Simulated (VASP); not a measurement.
# Si5Sn (P-62m) in VASP: single point with PBE

Aim: the single point of Si5Sn with PBE.

Everything below comes from runs of VASP 6.6.1. Logs are shortened: lines on timing, memory, paths and dates and some standing lists are left out, and cuts for length are marked.

## 1. The cell of the first run

The structure is hexagonal, space group P-62m (No. 189). The conventional cell has a = 4.982 Å, b = 4.982 Å, c = 4.840 Å, α = 90.00°, β = 90.00°, γ = 120.00°. Si (site symmetry m2m) has 10 Si at 2.88 to 2.94 Å and 2 Sn at 2.94 Å within 3.8 Å. Within 3.8 Å of Si (site symmetry -6) lie 9 Si at 2.88 to 2.94 Å and 3 Sn at 2.88 Å. Within 3.8 Å of Sn (site symmetry -62m) lie 12 Si at 2.88 to 2.94 Å.

## 2. Single point, PBE

The input, INCAR:

```
ALGO = Normal
EDIFF = 1E-6
ENCUT = 520
GGA = PE
ISIF = 2
ISMEAR = 0
LASPH = T
LCHARG = F
LREAL = F
LWAVE = F
NBANDS = 26
NELM = 60
PREC = Accurate
SIGMA = 0.1
```

The input, KPOINTS:

```
k-points
0
Gamma
  6 6 4
```

The input, POSCAR:

```
Si5Sn
1.0
    4.9821766500      0.0000000000      0.0000000000
   -2.4910883300      4.3146915500      0.0000000000
    0.0000000000      0.0000000000      4.8403896200
Si Sn
5 1
Direct
    0.3333333300      0.3333333300      0.5000000000
    0.0000000000      0.6666666700      0.5000000000
    0.6666666700      0.0000000000      0.5000000000
    0.6666666700      0.3333333300      0.0000000000
    0.3333333300      0.6666666700      0.0000000000
    0.0000000000      0.0000000000      0.0000000000
```

Potentials or basis: VASP PAW PBE potentials, release 64 (Si, Sn_d).

Started as:

```console
> cat potpaw_PBE.64/Si/POTCAR potpaw_PBE.64/Sn_d/POTCAR > POTCAR
> mpirun -np 1 vasp_std > vasp.out
```

OUTCAR:

```text
EDIFF = 1E-6
   ENCUT = 520
   GGA = PE
   ISIF = 2
   ISMEAR = 0
   LASPH = T
   LREAL = F
   NELM = 60
   PREC = Accurate

 ion  position               nearest neighbor table
   1  0.333  0.333  0.500-   3 2.88   2 2.88   2 2.88   2 2.88   3 2.88   3 2.88   6 2.94   6 2.94
                             4 2.94   4 2.94   5 2.94   5 2.94
   2  0.000  0.667  0.500-   3 2.88   1 2.88   3 2.88   1 2.88   1 2.88   3 2.88   5 2.94   5 2.94
                             6 2.94   6 2.94   4 2.94   4 2.94
   3  0.667  0.000  0.500-   1 2.88   2 2.88   2 2.88   1 2.88   1 2.88   2 2.88   6 2.94   6 2.94
                             4 2.94   4 2.94   5 2.94   5 2.94
   4  0.667  0.333  0.000-   5 2.88   6 2.88   5 2.88   6 2.88   6 2.88   5 2.88   3 2.94   3 2.94
                             2 2.94   2 2.94   1 2.94   1 2.94
   5  0.333  0.667  0.000-   4 2.88   6 2.88   4 2.88   6 2.88   6 2.88   4 2.88   2 2.94   2 2.94
                             3 2.94   3 2.94   1 2.94   1 2.94
   6  0.000  0.000  0.000-   4 2.88   5 2.88   4 2.88   5 2.88   4 2.88   5 2.88   3 2.94   3 2.94
                             1 2.94   1 2.94   2 2.94   2 2.94

  LATTYP: Found a hexagonal cell.
 ALAT       =     4.9821766500
 C/A-ratio  =     0.9715411476

  Lattice vectors:

 A1 = (   4.9821766500,   0.0000000000,   0.0000000000)
 A2 = (  -2.4910883300,   4.3146915500,   0.0000000000)
 A3 = (   0.0000000000,   0.0000000000,   4.8403896200)

Analysis of symmetry for initial positions (statically):
=====================================================================
 Subroutine PRICEL returns:
 Original cell was already a primitive cell.

 Routine SETGRP: Setting up the symmetry group for a
 hexagonal supercell.

 Subroutine GETGRP returns: Found 12 space group operations
 (whereof 12 operations were pure point group operations)
 out of a pool of 24 trial point group operations.

The static configuration has the point symmetry D_3h.

Analysis of symmetry for dynamics (positions and initial velocities):
=====================================================================
 Subroutine PRICEL returns:
 Original cell was already a primitive cell.

 Routine SETGRP: Setting up the symmetry group for a
 hexagonal supercell.

 Subroutine GETGRP returns: Found 12 space group operations
 (whereof 12 operations were pure point group operations)
 out of a pool of 24 trial point group operations.

The dynamic configuration has the point symmetry D_3h.

 Subroutine INISYM returns: Found 12 space group operations
 (whereof 12 operations are pure point group operations),
 and found     1 'primitive' translations

----------------------------------------------------------------------------------------

                                     Primitive cell

  volume of cell :     104.0517

  direct lattice vectors                    reciprocal lattice vectors
     4.982176650  0.000000000  0.000000000     0.200715484  0.115883139  0.000000000
    -2.491088330  4.314691550  0.000000000     0.000000000  0.231766278  0.000000000
     0.000000000  0.000000000  4.840389620     0.000000000  0.000000000  0.206594939

  length of vectors
     4.982176650  4.982176657  4.840389620     0.231766278  0.231766278  0.206594939

  position of ions in fractional coordinates (direct lattice)
     0.333333330  0.333333330  0.500000000
     0.000000000  0.666666670  0.500000000
     0.666666670  0.000000000  0.500000000
     0.666666670  0.333333330  0.000000000
     0.333333330  0.666666670  0.000000000
     0.000000000  0.000000000  0.000000000

  ion indices of the primitive-cell ions
   primitive index   ion index
                 1           1
                 2           2
                 3           3
                 4           4
                 5           5
                 6           6

----------------------------------------------------------------------------------------

 KPOINTS: k-points

Automatic generation of k-mesh.
 Grid dimensions read from file:
 generate k-points for:    6    6    4

 Generating k-lattice:

  Cartesian coordinates                     Fractional coordinates (reciprocal lattice)
     0.033452581  0.019313857  0.000000000     0.166666667  0.000000000  0.000000000
     0.000000000  0.038627713  0.000000000     0.000000000  0.166666667  0.000000000
     0.000000000  0.000000000  0.051648735     0.000000000  0.000000000  0.250000000

  Length of vectors
     0.038627713  0.038627713  0.051648735

  Shift w.r.t. Gamma in fractional coordinates (k-lattice)
     0.000000000  0.000000000  0.000000000

 Subroutine IBZKPT returns following result:
 ===========================================

 Found     21 irreducible k-points:

 Following reciprocal coordinates:
            Coordinates               Weight
  0.000000  0.000000  0.000000      1.000000
  0.166667  0.000000  0.000000      6.000000
  0.333333  0.000000  0.000000      6.000000
  0.500000  0.000000  0.000000      3.000000
  0.166667  0.166667  0.000000      6.000000
  0.333333  0.166667  0.000000     12.000000
[... 13 lines left out ...]
  0.333333  0.166667  0.500000     12.000000
  0.333333  0.333333  0.500000      2.000000
   k-points           NKPTS =     21   k-points in BZ     NKDIM =     21   number of bands    NBANDS=     26
   number of dos      NEDOS =    301   number of ions     NIONS =      6
   total plane-waves  NPLWV =  57600
   dimension x,y,z NGX =    40 NGY =   40 NGZ =   36
   dimension x,y,z NGXF=    80 NGYF=   80 NGZF=   72
   ions per type =               5   1
   NGX,Y,Z   is equivalent  to a cutoff of  13.35, 13.35, 12.36 a.u.
   NGXF,Y,Z  is equivalent  to a cutoff of  26.69, 26.69, 24.73 a.u.
 SYSTEM =  unknown system
   PREC   = accura    normal or accurate (medium, high low for compatibility)
   ISTART =      0    job   : 0-new  1-cont  2-samecut
   ICHARG =      2    charge: 1-file 2-atom 10-const
   ISPIN  =      1    spin polarized calculation?
   LNONCOLLINEAR =      F non collinear calculations
   LSORBIT =      F    spin-orbit coupling
   LASPH  =      T    aspherical Exc in radial PAW
   ENCUT  =  520.0 eV  38.22 Ry    6.18 a.u.   9.26  9.26  9.00*2*pi/ulx,y,z
   NELM   =     60;   NELMIN=  2; NELMDL= -5     # of ELM steps
   EDIFF  = 0.1E-05   stopping-criterion for ELM
   LREAL  =      F    real-space projection
   EDIFFG = 0.1E-04   stopping-criterion for IOM
   NSW    =      0    number of steps for IOM
   IBRION =     -1    ionic relax: 0-MD 1-quasi-New 2-CG
   NFREE  =      0    steps in history (QN), initial steepest desc. (CG)
   ISIF   =      2    stress and relaxation
   ISYM   =      2    0-nonsym 1-usesym 2-fastsym
   POTIM  = 0.5000    time-step for ionic-motion
   TEBEG  =    0.0;   TEEND  =   0.0 temperature during run
   PSTRESS=    0.0 pullay stress
   NELECT =      34.0000    total number of electrons
   NUPDOWN=      -1.0000    fix difference up-down
   EMIN   =  10.00;   EMAX   =-10.00  energy-range for DOS
   EFERMI =   0.00;   METHOD = LEGACY
   ISMEAR =     0;   SIGMA  =   0.10  broadening in eV -4-tet -1-fermi 0-gaus
   EFERMI_NEDOS =   21; number of points for ismear=-14 and -15
   IALGO  =     38    algorithm
   IMIX   =      4    mixing-type and parameters
     AMIX     =   0.40;   BMIX     =  1.00
     AMIX_MAG =   1.60;   BMIX_MAG =  1.00
  volume/ion in A,a.u.               =      17.34       117.03
  Fermi-wavevector in a.u.,A,eV,Ry     =   1.127590  2.130837 17.299268  1.271460
  Thomas-Fermi vector in A             =   2.264277
   LORBIT       =      0    0 simple, 1 ext, 2 COOP (PROOUT), +10 PAW based schemes
   GGA     = PE    functional components
   LHFCALC =     F    Hartree Fock is set to
   AEXX    =    0.0000 exact exchange contribution
   IVDW    =     0    specifies the selected vdW correction
   LEPSILON=     F    determine dielectric tensor
   LRPA    =     F    only Hartree local field effects (RPA)
 non-spin polarized calculation
 Gauss-broadening in eV      SIGMA  =   0.10
  energy-cutoff  :      520.00
  volume of cell :      104.05
 maximum number of plane-waves:      2822
 NGX is ok and might be reduce to    40
   NGX = 19   NGY = 19   NGZ = 17

 number of electron      34.0000010 magnetization

 Free energy of the ion-electron system (eV)
  ---------------------------------------------------
  ext. energy  EPLUGINS =         0.00000000
  ---------------------------------------------------
  free energy    TOTEN  =       -27.35195187 eV

  energy without entropy =      -27.34302168  energy(sigma->0) =      -27.34748677

 E-fermi :   9.1719     XC(G=0): -10.8446

 val. band max:        9.0913307002   @ k =   0.5000   0.0000   0.0000
 cond. band min:       9.1780700862   @ k =   0.3333   0.0000   0.5000
 fundamental gap:      0.0867393860
 Fermi energy:         9.1719117340

 k-point     1 :       0.0000    0.0000    0.0000
  band No.  band energies     occupation
      1     -12.5477      2.00000
      2     -12.5351      2.00000
      3     -12.5351      2.00000
      4     -12.5211      2.00000
      5     -12.5211      2.00000
      6      -4.1737      2.00000
[... 18 lines left out ...]
     25      12.9656      0.00000
     26      12.9656      0.00000

 k-point     2 :       0.1667    0.0000    0.0000
  band No.  band energies     occupation
      1     -12.5466      2.00000
      2     -12.5355      2.00000
      3     -12.5336      2.00000
      4     -12.5216      2.00000
      5     -12.5212      2.00000
      6      -3.9527      2.00000
[... 18 lines left out ...]
     25      13.7764      0.00000
     26      14.2092      0.00000

 k-point     3 :       0.3333    0.0000    0.0000
  band No.  band energies     occupation
      1     -12.5450      2.00000
      2     -12.5358      2.00000
      3     -12.5306      2.00000
      4     -12.5226      2.00000
      5     -12.5215      2.00000
      6      -3.2903      2.00000
[... 485 lines left out ...]
 k-point    20 :       0.3333    0.1667    0.5000
  band No.  band energies     occupation
      1     -12.5368      2.00000
      2     -12.5333      2.00000
      3     -12.5299      2.00000
      4     -12.5261      2.00000
      5     -12.5247      2.00000
      6      -1.1660      2.00000
[... 18 lines left out ...]
     25      12.7936      0.00000
     26      13.5569      0.00000

 k-point    21 :       0.3333    0.3333    0.5000
  band No.  band energies     occupation
      1     -12.5341      2.00000
      2     -12.5323      2.00000
      3     -12.5323      2.00000
      4     -12.5256      2.00000
      5     -12.5256      2.00000
      6      -0.1353      2.00000
[... 18 lines left out ...]
     25      13.8839      0.00000
     26      13.9104      0.00000

------------------------ aborting loop because EDIFF is reached ----------------------------------------

  FORCE on cell =-STRESS in cart. coord.  units (eV):
  Direction    XX          YY          ZZ          XY          YZ          ZX
  --------------------------------------------------------------------------------------
  -------------------------------------------------------------------------------------
  Total       -0.5814612     -0.5814612     -1.8332339      0.0000000     -0.0000000      0.0000000
  in kB       -8.9532790     -8.9532791    -28.2279451      0.0000000     -0.0000000      0.0000000
  external PRESSURE =     -15.3781677 kB  Pullay stress =       0.0000000 kB

 VOLUME and BASIS-vectors are now :
 -----------------------------------------------------------------------------
  energy-cutoff  :      520.00
  volume of cell :      104.05
      direct lattice vectors                 reciprocal lattice vectors
     4.982176650  0.000000000  0.000000000     0.200715484  0.115883139  0.000000000
    -2.491088330  4.314691550  0.000000000     0.000000000  0.231766278  0.000000000
     0.000000000  0.000000000  4.840389620     0.000000000  0.000000000  0.206594939

 POSITION                                       TOTAL-FORCE (eV/Angst)
 -----------------------------------------------------------------------------------
      0.83036      1.43823      2.42019         0.283329      0.490740      0.000000
     -1.66073      2.87646      2.42019         0.283329     -0.490740     -0.000000
      3.32145      0.00000      2.42019        -0.566657      0.000000      0.000000
      2.49109      1.43823      0.00000         0.000000     -0.000000     -0.000000
     -0.00000      2.87646      0.00000        -0.000000      0.000000     -0.000000
      0.00000      0.00000      0.00000         0.000000     -0.000000     -0.000000
 -----------------------------------------------------------------------------------
    total drift:                                0.000000      0.000000     -0.000000

  FREE ENERGIE OF THE ION-ELECTRON SYSTEM (eV)
  ---------------------------------------------------
  free  energy   TOTEN  =       -27.3519518682 eV

  energy  without entropy=      -27.3430216808  energy(sigma->0) =      -27.34748677
```

Run time: 43 s. Hardware: 1 thread of Intel Xeon 6975P-C, shared host; peak memory 0.24 GiB.

What came out:

```
Free energy            : -27.3520 eV
Pressure               : -1.5 GPa
Largest force          : 0.567 eV/Å
Band gap on the k mesh : zero (band 17 reaches 10.65 eV, above the bottom of band 18 at 6.16 eV)
```

Forces on the atoms (eV/Å):
```
Si   0.283  0.491  0.000
Si   0.283 -0.491  0.000
Si  -0.567  0.000  0.000
Si   0.000  0.000  0.000
Si   0.000  0.000  0.000
Sn   0.000  0.000  0.000
```

Stress tensor (GPa, compression positive):
```
-0.90  0.00  0.00
 0.00 -0.90  0.00
 0.00  0.00 -2.82
```

Levels at points of the mesh, in eV from the Fermi level:
```
           k point  band 14  band 15  band 16  band 17  band 18  band 19  band 20  band 21
(0.00, 0.00, 0.00)    -4.49    -0.34    -0.23    -0.23     0.01     0.01     0.32     0.39
(0.50, 0.00, 0.00)    -2.12    -1.86    -1.37    -0.18    -0.08     0.44     0.71     0.72
(0.00, 0.00, 0.50)    -4.02    -3.93    -3.03    -3.03    -3.02    -3.02     0.56     0.63
(0.50, 0.00, 0.50)     1.02     1.12     1.17     1.48     1.52     1.75     1.81     1.82
```

Caveat: spin-orbit coupling is left out, which moves the levels of the heavy elements.
